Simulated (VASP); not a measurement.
Runs of VASP 6.6.1 on Ti4Al. The structure is that of space group Im-3m (No. 229), or close to it. The cells are those of the table. 

```tsv
task	cell	k mesh	cutoff (eV)	gap on the mesh (eV)	pressure (GPa)	relaxed volume (Å³/atom)
relaxation of cell and atoms	relaxed from a = 4.520 Å, angles 109.5°, 5 atoms	6 × 6 × 6	600	none	-0.2	20.41
single point	a = 5.100 Å, angles 109.5°, 5 atoms	10 × 10 × 10	520	none	-0.1	-
relaxation of cell and atoms	relaxed from a = 5.091 Å, angles 109.5°, 5 atoms	10 × 10 × 10	600	none	0.0	20.41
single point	a = 4.520 Å, angles 109.5°, 5 atoms	6 × 6 × 6	520	none	52.1	-
single point	a = 5.091 Å, angles 109.5°, 5 atoms	6 × 6 × 6	520	none	(a)	-
```

Alike in all rows: level PBE; potentials or basis VASP PAW PBE potentials, release 64 (Ti_sv, Al); no spin polarisation; smearing gaussian 0.1 eV.

**Question.** Fill in the values left out.

**Answer.** (a) 0.3.

Caveats: the volume moved by over 15 % at a fixed basis, so the end points are rough (some runs).

A gap of «none» marks levels without a gap at the run's occupations.
